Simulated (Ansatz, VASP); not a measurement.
Ge: VASP beside Ansatz

The input INCAR:

```
  ALGO = Normal
  EDIFF = 1E-8
  ENCUT = 520
  GGA = PE
  ISIF = 2
  ISMEAR = -1
  LASPH = T
  LCHARG = F
  LEFG = T
  LREAL = F
  LWAVE = F
  NBANDS = 21
  NELM = 100
  PREC = Accurate
  SIGMA = 0.05
```

KPOINTS

```
k-points
0
Gamma
  10 10 10
```

File POSCAR:

```
Ge
1.0
    0.0000000000      2.8287700000      2.8004823000
    2.8287700000      0.0000000000      2.8004823000
    2.8287700000      2.8287700000      0.0000000000
Ge
2
Direct
    0.5000000000      0.5000000000      0.5000000000
    0.7500000000      0.7500000000      0.7500000000
```

Input for Ansatz:

```yaml
crystal:
  lattice:
    - [0.0, 2.82877, 2.8004823]
    - [2.82877, 0.0, 2.8004823]
    - [2.82877, 2.82877, 0.0]
  atoms:
    - { symbol: Ge, position: [0.5, 0.5, 0.5] }
    - { symbol: Ge, position: [0.75, 0.75, 0.75] }
kpoints:
  mp_grid: { grid: [10, 10, 10] }
scf:
  occupations: { method: fermi_dirac, width: 0.05 }
hamiltonian:
  xc: pbe
  pseudopotentials: { kind: all_electron, datasets: crystal }
output:
  forces: true
  stress: true
  eigenvalues: true
  efg: { contact_densities: true }
```

Change from the starting cell: zz strain of -1 %, crystal datasets.

Alike in both runs: task electric field gradients; functional PBE; k mesh 10 × 10 × 10; occupations fermi-dirac, width 0.05 eV; no spin polarisation.

|  | VASP | Ansatz |
| --- | --- | --- |
| version | VASP 6.6.1 | Ansatz 0.2.0 |
| potentials or method | VASP PAW PBE potentials, release 64 (Ge_d), cutoff 520 eV | all-electron PAW with datasets made for the crystal, scalar-relativistic |

VASP gave:

```
pressure (GPa)                                                : 4.4
traceless stress, the component that is largest in VASP (GPa) : 0.47
size of Vzz on the site where it differs most (V/Å²)          : 0.4
```

What did Ansatz give for the same quantities?

Pressure (GPa): 4.4; traceless stress, the component that is largest in VASP (GPa): 0.47; size of Vzz on the site where it differs most (V/Å²): 0.5.

Ansatz ran all-electron here, and VASP with PAW potentials.
